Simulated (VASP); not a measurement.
Set up this calculation in VASP 6.6.1, as the native input.

```
Task                   : single point
Functional             : PBE
Potentials or basis    : VASP PAW PBE potentials, release 64 (Ga_d, Te, O)
Cutoff                 : 520 eV
k mesh                 : 3 × 3 × 3
Occupations            : gaussian, width 0.1 eV
Spin                   : no spin polarisation
Dipole correction      : no
Further INCAR settings : ALGO = Normal; EDIFF = 1e-06; NBANDS = 34
```

The structure of Ga2Te3O lies in POSCAR:

```
Ga2Te3O
1.0
    3.1112310900      1.7962701100      4.9224150500
   -3.1112310900      1.7962701100      4.9224150500
    0.0000000000     -3.5925402200      4.9224150500
Ga Te O
2 3 1
Direct
    0.6256905800      0.6256905800      0.6256905800
    0.3743094200      0.3743094200      0.3743094200
    0.0000000000      0.5000000000      0.0000000000
    0.5000000000      0.0000000000      0.0000000000
    0.0000000000      0.0000000000      0.5000000000
    0.0000000000      0.0000000000      0.0000000000
```

One way to write it, as run:

INCAR

```
SYSTEM = Ga2Te3O
PREC     = Accurate       ! precision mode
ENCUT    = 520            ! plane-wave cutoff, eV
EDIFF    = 1E-6           ! SCF threshold, eV
ISMEAR   = 0              ! smearing method
SIGMA    = 0.1            ! smearing width, eV
LREAL    = .False.        ! projectors in reciprocal space
LASPH    = .True.         ! aspherical terms in the spheres
NELM     = 100            ! most SCF steps
ALGO     = Normal         ! electronic algorithm
ISIF     = 2              ! what is computed and relaxed
LWAVE    = .False.        ! write WAVECAR
LCHARG   = .False.        ! write CHGCAR
GGA      = PE             ! functional
NBANDS   = 34             ! bands
```

KPOINTS

```
regular mesh
0
Gamma
  3 3 3
  0 0 0
```

Potentials or basis: VASP PAW PBE potentials, release 64 (Ga_d, Te, O).

Launch:

```console
$ cat potpaw_PBE.64/Ga_d/POTCAR potpaw_PBE.64/Te/POTCAR potpaw_PBE.64/O/POTCAR > POTCAR
$ mpirun -np 1 vasp_std > vasp.out
```

It gave:

- Pressure: -2.0 GPa
- Largest force: 0.214 eV/Å
- Band gap on the k mesh: zero (band 25 reaches 5.01 eV, above the bottom of band 26 at 4.37 eV)

Caveat: the k points lie up to 0.41 Å⁻¹ apart; spin-orbit coupling is left out, which moves the levels of the heavy elements.

It took 69 s on 1 thread of Intel(R) Xeon(R) Platinum 8488C (Sapphire Rapids), on a shared host, peak memory 0.32 GiB.
